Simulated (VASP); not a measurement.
## Br: single point with PBE+D3(BJ)

Br:

```
Br
1.0
     4.48108    0.00000    0.00000
     0.00000    4.48108    0.00000
     0.00000    0.00000    4.48108
Br
3
Direct
  0.50000 0.00000 0.00000
  0.00000 0.50000 0.00000
  0.00000 0.00000 0.50000
```

- Program: VASP 6.6.1
- Task: single point
- Functional: PBE
- Dispersion: D3(BJ)
- Potentials or basis: VASP PAW PBE potentials, release 64 (Br)
- Cutoff: 520 eV
- k mesh: 10 × 10 × 10
- Occupations: gaussian, width 0.1 eV
- Spin: no spin polarisation
- Dipole correction: no
- Further INCAR settings: ALGO = Normal; EDIFF = 1e-06; NBANDS = 18

```
Pressure                   : 0.0 GPa
Band gap on the k mesh     : zero (an odd number of electrons rules out a gap without spin polarisation)
Dispersion energy per atom : -0.238 eV
```

Levels at points of the mesh, in eV from the Fermi level:
```csv
k point,band 8,band 9,band 10,band 11,band 12,band 13
"(0.00, 0.00, 0.00)",-1.08,-1.08,0.35,0.35,0.35,4.74
"(0.50, 0.00, 0.00)",-1.97,-1.97,-1.62,-0.10,-0.10,7.22
"(0.50, 0.50, 0.00)",-2.05,-1.89,-1.89,0.28,0.57,8.10
"(0.50, 0.50, 0.50)",0.34,0.34,0.60,0.60,0.60,5.22
```

Run time: 89 s on 1 thread of AMD EPYC 7R43 64-Core Processor (Zen 3) (shared host), peak memory 0.19 GiB.

Caveat: an odd number of electrons without spin polarisation forces a metal; a magnetic or distorted state may lie lower.
